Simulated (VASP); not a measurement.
**BiTe: single point with PBEsol**

BiTe:

```
CELL_PARAMETERS angstrom
0.00000 3.19128 3.19128
3.19128 0.00000 3.19128
3.19128 3.19128 0.00000
ATOMIC_POSITIONS crystal
Bi 0.00000 0.00000 0.00000
Te 0.50000 0.50000 0.50000
```

```
Program             : VASP 6.6.1
Task                : single point
Functional          : PBEsol
Potentials or basis : VASP PAW PBE potentials, release 64 (Bi_d, Te)
Cutoff              : 520 eV
k mesh              : 7 × 7 × 7
Occupations         : fermi-dirac, width 0.05 eV
Spin                : no spin polarisation
```

The pressure is 0.5 GPa. The band gap on the k mesh is zero (an odd number of electrons rules out a gap without spin polarisation).

Levels at points of the mesh, in eV from the Fermi level:
| k point | band 7 | band 8 | band 9 | band 10 | band 11 | band 12 | band 13 | band 14 |
| --- | --- | --- | --- | --- | --- | --- | --- | --- |
| (0.00, 0.00, 0.00) | -8.02 | -2.67 | -2.67 | -2.67 | 2.20 | 2.20 | 2.20 | 4.54 |

Wall time 36 s on 1 thread of Intel Xeon 8259CL (shared host), peak memory 0.21 GiB.

Caveat: the PAW data sets were made with another functional, which shifts forces and pressure a little; spin-orbit coupling is left out, which moves the levels of the heavy elements.
